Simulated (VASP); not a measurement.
# AgCl (Cmcm) in VASP: single point with PBE

Aim: the single point of AgCl with PBE.

All numbers are computed with VASP 6.6.1; they aren't measurements. Logs are shortened: lines on timing, memory, paths and dates and some standing lists are left out, and cuts for length are marked.

### Step 1. The cell of the first run

The structure is orthorhombic, space group Cmcm (No. 63). The conventional cell has a = 3.786 Å, b = 11.624 Å, c = 3.894 Å, α = 90.00°, β = 90.00°, γ = 90.00°. Within 3.6 Å of Ag (site symmetry m2m) lie 7 Cl at 2.73 to 3.37 Å and 2 Ag at 3.14 Å. Within 3.9 Å of Cl (site symmetry m2m) lie 7 Ag at 2.73 to 3.37 Å and 10 Cl at 3.66 to 3.89 Å.

### Step 2. Single point, PBE

Input file INCAR:

```
PREC = Accurate
ENCUT = 520
EDIFF = 1E-6
ISMEAR = 0
SIGMA = 0.02
LREAL = F
LASPH = T
NELM = 60
ALGO = Normal
ISIF = 2
LWAVE = F
LCHARG = F
GGA = PE
NBANDS = 26
```

Input file KPOINTS:

```
Automatic mesh
0
Gamma
  10 10 10
```

Input file POSCAR:

```
AgCl
1.0
    1.8931245770     -5.8119875665      0.0000000000
    1.8931245770      5.8119875665      0.0000000000
    0.0000000000      0.0000000000      3.8935522439
Ag Cl
2 2
Direct
    0.3939213886      0.6060786114      0.7500000000
    0.6060786114      0.3939213886      0.2500000000
    0.8664862460      0.1335137540      0.2500000000
    0.1335137540      0.8664862460      0.7500000000
```

Potentials or basis: VASP PAW PBE potentials, release 64 (Ag, Cl).

Started as:

```
cat potpaw_PBE.64/Ag/POTCAR potpaw_PBE.64/Cl/POTCAR > POTCAR
mpirun -np 1 vasp_std > vasp.out
```

OUTCAR:

```text
PREC = Accurate
   ENCUT = 520
   EDIFF = 1E-6
   ISMEAR = 0
   LREAL = F
   LASPH = T
   NELM = 60
   ISIF = 2
   GGA = PE

 ion  position               nearest neighbor table
   1  0.394  0.606  0.750-   3 2.73   3 2.73   3 2.73   3 2.73   4 3.03   2 3.14   2 3.14
   2  0.606  0.394  0.250-   4 2.73   4 2.73   4 2.73   4 2.73   3 3.03   1 3.14   1 3.14
   3  0.866  0.134  0.250-   1 2.73   1 2.73   1 2.73   1 2.73   2 3.03
   4  0.134  0.866  0.750-   2 2.73   2 2.73   2 2.73   2 2.73   1 3.03

  LATTYP: Found a base centered orthorhombic cell.
 ALAT       =     3.7862491540
 B/A-ratio  =     3.0700502424
 C/A-ratio  =     1.0283402084

  Lattice vectors:

 A1 = (   1.8931245770,  -5.8119875665,   0.0000000000)
 A2 = (   1.8931245770,   5.8119875665,   0.0000000000)
 A3 = (   0.0000000000,   0.0000000000,   3.8935522439)

Analysis of symmetry for initial positions (statically):
=====================================================================
 Subroutine PRICEL returns:
 Original cell was already a primitive cell.

 Routine SETGRP: Setting up the symmetry group for a
 base centered orthorhombic supercell.

 Subroutine GETGRP returns: Found  8 space group operations
 (whereof  4 operations were pure point group operations)
 out of a pool of  8 trial point group operations.

The static configuration has the point symmetry C_2h.
 The point group associated with its full space group is D_2h.

Analysis of symmetry for dynamics (positions and initial velocities):
=====================================================================
 Subroutine PRICEL returns:
 Original cell was already a primitive cell.

 Routine SETGRP: Setting up the symmetry group for a
 base centered orthorhombic supercell.

 Subroutine GETGRP returns: Found  8 space group operations
 (whereof  4 operations were pure point group operations)
 out of a pool of  8 trial point group operations.

The dynamic configuration has the point symmetry C_2h.
 The point group associated with its full space group is D_2h.

 Subroutine INISYM returns: Found  8 space group operations
 (whereof  4 operations are pure point group operations),
 and found     1 'primitive' translations

----------------------------------------------------------------------------------------

                                     Primitive cell

  volume of cell :      85.6801

[... 86 lines left out ...]
   ISPIN  =      1    spin polarized calculation?
   LNONCOLLINEAR =      F non collinear calculations
   LSORBIT =      F    spin-orbit coupling
   LASPH  =      T    aspherical Exc in radial PAW
   ENCUT  =  520.0 eV  38.22 Ry    6.18 a.u.  11.37 11.37  7.24*2*pi/ulx,y,z
   NELM   =     60;   NELMIN=  2; NELMDL= -5     # of ELM steps
   EDIFF  = 0.1E-05   stopping-criterion for ELM
   LREAL  =      F    real-space projection
   EDIFFG = 0.1E-04   stopping-criterion for IOM
   NSW    =      0    number of steps for IOM
   IBRION =     -1    ionic relax: 0-MD 1-quasi-New 2-CG
   NFREE  =      0    steps in history (QN), initial steepest desc. (CG)
   ISIF   =      2    stress and relaxation
   ISYM   =      2    0-nonsym 1-usesym 2-fastsym
   POTIM  = 0.5000    time-step for ionic-motion
   TEBEG  =    0.0;   TEEND  =   0.0 temperature during run
   PSTRESS=    0.0 pullay stress
   NELECT =      36.0000    total number of electrons
   NUPDOWN=      -1.0000    fix difference up-down
   EMIN   =  10.00;   EMAX   =-10.00  energy-range for DOS
   EFERMI =   0.00;   METHOD = LEGACY
   ISMEAR =     0;   SIGMA  =   0.02  broadening in eV -4-tet -1-fermi 0-gaus
   EFERMI_NEDOS =   21; number of points for ismear=-14 and -15
   IALGO  =     38    algorithm
   IMIX   =      4    mixing-type and parameters
     AMIX     =   0.40;   BMIX     =  1.00
     AMIX_MAG =   1.60;   BMIX_MAG =  1.00
  volume/ion in A,a.u.               =      21.42       144.55
  Fermi-wavevector in a.u.,A,eV,Ry     =   1.226165  2.317117 20.456107  1.503481
  Thomas-Fermi vector in A             =   2.361176
   LORBIT       =      0    0 simple, 1 ext, 2 COOP (PROOUT), +10 PAW based schemes
   GGA     = PE    functional components
   LHFCALC =     F    Hartree Fock is set to
   AEXX    =    0.0000 exact exchange contribution
   IVDW    =     0    specifies the selected vdW correction
   LEPSILON=     F    determine dielectric tensor
   LRPA    =     F    only Hartree local field effects (RPA)
 non-spin polarized calculation
 Gauss-broadening in eV      SIGMA  =   0.02
  energy-cutoff  :      520.00
  volume of cell :       85.68
 maximum number of plane-waves:      2333
 NGX is ok and might be reduce to    48
   NGX = 23   NGY = 23   NGZ = 15

 number of electron      36.0000006 magnetization

 Free energy of the ion-electron system (eV)
  ---------------------------------------------------
  ext. energy  EPLUGINS =         0.00000000
  ---------------------------------------------------
  free energy    TOTEN  =       -10.66728572 eV

  energy without entropy =      -10.66728572  energy(sigma->0) =      -10.66728572

 E-fermi :   3.9570     XC(G=0):  -9.9816

 val. band max:        3.7981564230   @ k =   0.3000   0.2000   0.0000
 cond. band min:       4.2181022839   @ k =   0.0000   0.0000   0.0000
 fundamental gap:      0.4199458610
 Fermi energy:         3.9569578232

 k-point     1 :       0.0000    0.0000    0.0000
  band No.  band energies     occupation
      1     -11.2610      2.00000
      2     -10.7788      2.00000
      3      -0.5054      2.00000
      4       0.5310      2.00000
      5       0.6539      2.00000
      6       0.7406      2.00000
[... 685 lines left out ...]
     25      13.9639      0.00000
     26      14.0611      0.00000

 [... further k-points ...]
[... 5 lines left out ...]
  --------------------------------------------------------------------------------------
  -------------------------------------------------------------------------------------
  Total       -0.0899354     -0.0451438     -0.0783802      0.0000000      0.0000000      0.0000000
  in kB       -1.6817507     -0.8441685     -1.4656721      0.0000000      0.0000000      0.0000000
  external PRESSURE =      -1.3305304 kB  Pullay stress =       0.0000000 kB

 VOLUME and BASIS-vectors are now :
 -----------------------------------------------------------------------------
  energy-cutoff  :      520.00
  volume of cell :       85.68
      direct lattice vectors                 reciprocal lattice vectors
     1.893124577 -5.811987567  0.000000000     0.264113628 -0.086029090  0.000000000
     1.893124577  5.811987567  0.000000000     0.264113628  0.086029090  0.000000000
     0.000000000  0.000000000  3.893552244     0.000000000  0.000000000  0.256834874

 POSITION                                       TOTAL-FORCE (eV/Angst)
 -----------------------------------------------------------------------------------
      1.89312      1.23306      2.92016         0.000000      0.000548     -0.000000
      1.89312     -1.23306      0.97339         0.000000     -0.000548     -0.000000
      1.89312     -4.26003      0.97339         0.000000     -0.005606      0.000000
      1.89312      4.26003      2.92016         0.000000      0.005606     -0.000000
 -----------------------------------------------------------------------------------
    total drift:                                0.000000      0.000000     -0.000000

  FREE ENERGIE OF THE ION-ELECTRON SYSTEM (eV)
  ---------------------------------------------------
  free  energy   TOTEN  =       -10.6672857228 eV

  energy  without entropy=      -10.6672857228  energy(sigma->0) =      -10.66728572
```

OSZICAR:

```text
N       E                     dE             d eps       ncg     rms          rms(c)
DAV:   1     0.235816296414E+03    0.23582E+03   -0.17726E+04  9672   0.128E+03
DAV:   2     0.186386952345E+01   -0.23395E+03   -0.22293E+03 10936   0.281E+02
DAV:   3    -0.110356744623E+02   -0.12900E+02   -0.12798E+02 11390   0.668E+01
DAV:   4    -0.111740784475E+02   -0.13840E+00   -0.13829E+00 11012   0.761E+00
DAV:   5    -0.111760341551E+02   -0.19557E-02   -0.19556E-02 11436   0.925E-01    0.802E+00
DAV:   6    -0.106757981166E+02    0.50024E+00   -0.88908E-01 10626   0.103E+01    0.563E+00
DAV:   7    -0.106727828489E+02    0.30153E-02   -0.38859E-01 10148   0.346E+00    0.274E+00
DAV:   8    -0.106674959189E+02    0.52869E-02   -0.20389E-02 10502   0.133E+00    0.594E-01
DAV:   9    -0.106671499929E+02    0.34593E-03   -0.41488E-03 10914   0.692E-01    0.745E-02
DAV:  10    -0.106672356260E+02   -0.85633E-04   -0.36027E-04 10656   0.127E-01    0.496E-02
DAV:  11    -0.106672888385E+02   -0.53212E-04   -0.63703E-05  9970   0.771E-02    0.267E-02
DAV:  12    -0.106672854332E+02    0.34053E-05   -0.98796E-06 10640   0.428E-02    0.457E-03
DAV:  13    -0.106672857228E+02   -0.28969E-06   -0.19562E-06  7472   0.747E-03
   1 F= -.10667286E+02 E0= -.10667286E+02  d E =-.209952E-31
```

Run time: 3.9 min. Hardware: 1 thread of Intel Xeon Platinum 8559C (Emerald Rapids), shared host; peak memory 0.48 GiB.

What came out:

```yaml
Free_energy: -10.6673 eV
Pressure: -0.1 GPa
Largest_force: 0.006 eV/Å
Band_gap_on_the_k_mesh: 0.42 eV (least direct gap 2.08 eV)
```

Forces on the atoms (eV/Å):
```
Ag   0.000  0.001  0.000
Ag   0.000 -0.001  0.000
Cl   0.000 -0.006  0.000
Cl   0.000  0.006  0.000
```

Caveat: semilocal functionals underestimate gaps, and a narrow one can read as zero. A k mesh can miss the band edges.
